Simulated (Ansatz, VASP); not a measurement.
# V in VASP and in Ansatz

```
CELL_PARAMETERS angstrom
0.00000 1.90825 1.90825
1.90825 0.00000 1.90825
1.90825 1.90825 0.00000
ATOMIC_POSITIONS crystal
V 0.00000 0.00000 0.00000
```

Alike in both runs: functional PBE; k mesh 18 × 18 × 18; occupations gaussian, width 0.1 eV; no spin polarisation.

Ansatz relaxed the structure, and its values are those at the end. VASP's run is a single point on that final structure, the one shown.

|  | VASP | Ansatz |
| --- | --- | --- |
| version | VASP 6.6.1 | Ansatz 0.2.0 |
| potentials or method | VASP PAW PBE potentials, release 64 (V_sv), cutoff 520 eV | scalar-relativistic, plane waves, PAW |
| valence electrons in the cell | 13 | 13 |

Ansatz gave:

| Item | Value |
| --- | --- |
| gap on the k mesh at the Fermi level (eV) | none |
| pressure (GPa) | 0.0 |

**Question.** Estimate VASP's values.

**Answer.** gap on the k mesh at the Fermi level (eV): none; pressure (GPa): 0.2.

A gap of «none» marks a metal or a gap that the smearing closes.
